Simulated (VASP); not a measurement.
Au, 1 atom in the cell. It takes space group Fm-3m (No. 225, cubic). Conventional cell: a = 4.070 Å, b = 4.070 Å, c = 4.070 Å, α = 90.00°, β = 90.00°, γ = 90.00°. Within 3.8 Å of Au (site symmetry m-3m) lie 12 Au at 2.88 Å. 

* Program: VASP 6.6.1
* Task: relaxation of cell and atoms
* Functional: PBE
* Potentials or basis: VASP PAW PBE potentials, release 64 (Au)
* Cutoff: 500 eV
* k mesh: 20 × 20 × 20
* Occupations: methfessel-paxton, width 0.05 eV
* Spin: no spin polarisation
* Target pressure: 15 GPa
* Dipole correction: no
* Further INCAR settings: ALGO = Normal; EDIFF = 1e-07; IBRION = 2; EDIFFG = -0.01; NSW = 80; ISIF = 3

Potentials or basis: VASP PAW PBE potentials, release 64 (Au).

Run with:

```sh
$ cat potpaw_PBE.64/Au/POTCAR > POTCAR
$ mpirun -np 1 vasp_std > vasp.out
```

Hardware: 1 thread of Intel(R) Xeon(R) 6975P-C (Granite Rapids), with other jobs on the host.

Q: Estimate the wall time of this run.

A: Wall time 36 s on 1 thread of Intel(R) Xeon(R) 6975P-C (Granite Rapids), with other jobs on the host, peak memory 0.17 GiB. Counts: scf iterations 26, k points 256, ion steps 3.
